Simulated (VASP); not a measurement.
Here is a VASP 6.6.1 calculation.

INCAR

```
GGA = PE
ISMEAR = 0
SIGMA = 0.03
LWAVE = False
LCHARG = False
ISIF = 2
ISYM = 0
PREC = Accurate
LASPH = True
LREAL = False
ALGO = Normal
EDIFF = 1E-7
NELM = 120
GGA_COMPAT = False
ENCUT = 800
EFERMI = MIDGAP
NSIM = 4
```

KPOINTS

```
k-points
0
Gamma
  1 1 1
```

The input POSCAR:

```
SrO
1.0
    8.5509325312      0.0000000000      0.0000000000
   -4.2754662656      7.4053247980      0.0000000000
    0.0000000000      0.0000000000     10.3111899800
Sr O
16 16
Direct
    0.3357800000      0.1633070000      0.2151840000
    0.3338800000      0.1636790000      0.7217960000
    0.3330890000      0.6728260000      0.2206660000
    0.3296130000      0.6662940000      0.7188900000
    0.8324300000      0.1672690000      0.2174400000
    0.8410420000      0.1643300000      0.7174370000
    0.8324040000      0.6662780000      0.2188040000
    0.8358880000      0.6649580000      0.7202100000
    0.1733080000      0.3348470000      0.4691820000
    0.1740960000      0.3337890000      0.9663920000
    0.1629920000      0.8339530000      0.4739290000
    0.1678290000      0.8356620000      0.9717870000
    0.6709900000      0.3320230000      0.4678430000
    0.6631860000      0.3310710000      0.9710000000
    0.6764070000      0.8390400000      0.4674730000
    0.6677650000      0.8228810000      0.9655410000
    0.3332890000      0.1655490000      0.4647600000
    0.3376920000      0.1687910000      0.9691690000
    0.3348910000      0.6715140000      0.4702320000
    0.3250370000      0.6623910000      0.9703940000
    0.8314040000      0.1675780000      0.4658690000
    0.8323760000      0.1657900000      0.9696070000
    0.8366480000      0.6680780000      0.4683040000
    0.8373660000      0.6750020000      0.9663590000
    0.1709620000      0.3392180000      0.2198450000
    0.1672900000      0.3306890000      0.7157310000
    0.1668410000      0.8369050000      0.2166740000
    0.1638600000      0.8333360000      0.7147840000
    0.6664310000      0.3316710000      0.2156230000
    0.6590450000      0.3293510000      0.7236060000
    0.6726400000      0.8387980000      0.2149770000
    0.6654350000      0.8341000000      0.7218800000
```

Potentials or basis: VASP PAW PBE potentials, release 64 (Sr_sv, O).

Launch:

```console
$ cat potpaw_PBE.64/Sr_sv/POTCAR potpaw_PBE.64/O/POTCAR > POTCAR
$ mpirun -np 8 vasp_std > vasp.out
```

Problem. Estimate the band gap on the k mesh.

Solution. 2.56 eV.

Problem. What does it give for the largest force?

Solution. 0.978 eV/Å.

Problem. What does it give for the pressure?

Solution. 2.3 GPa.

Stress tensor (GPa, compression positive):
```
 2.21 -0.21  0.03
-0.21  2.12  0.00
 0.03  0.00  2.71
```

Caveat: the k points lie up to 0.85 Å⁻¹ apart; the cell differs from its parent crystal (atoms moved at random). A k mesh can miss the band edges.
